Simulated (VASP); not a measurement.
A run of VASP 6.6.1 is set up as follows.

Contents of INCAR:

```
SYSTEM = MgO
ALGO = Normal ; EDIFF = 1E-7
ENCUT = 520 ; GGA = PE
ISIF = 2 ; ISMEAR = 0
LASPH = .TRUE. ; LCHARG = .FALSE.
LREAL = .FALSE. ; LWAVE = .FALSE.
NBANDS = 16 ; NELM = 60
PREC = Accurate ; SIGMA = 0.05
```

The input KPOINTS:

```
k-points
0
G
  9 9 6
  0 0 0
```

POSCAR

```
MgO
1.0
    3.4509000000      0.0000000000      0.0000000000
   -1.7254500000      2.9885670659      0.0000000000
    0.0000000000      0.0000000000      4.3242000000
Mg O
2 2
Direct
    0.6666666667      0.3333333333      0.7500000000
    0.3333333333      0.6666666667      0.2500000000
    0.6666666667      0.3333333333      0.2500000000
    0.3333333333      0.6666666667      0.7500000000
```

Potentials or basis: VASP PAW PBE potentials, release 64 (Mg, O).

The run is started by

```bash
$ cat potpaw_PBE.64/Mg/POTCAR potpaw_PBE.64/O/POTCAR > POTCAR
$ mpirun -np 1 vasp_std > vasp.out
```

Predict the pressure.

2.3 GPa.

Estimate the band gap on the k mesh.

3.31 eV, direct.

Stress tensor (GPa, compression positive):
```
 4.51  0.00  0.00
 0.00  4.51  0.00
 0.00  0.00 -1.99
```

PBE gaps usually lie below the measured ones, often by a third to a half.
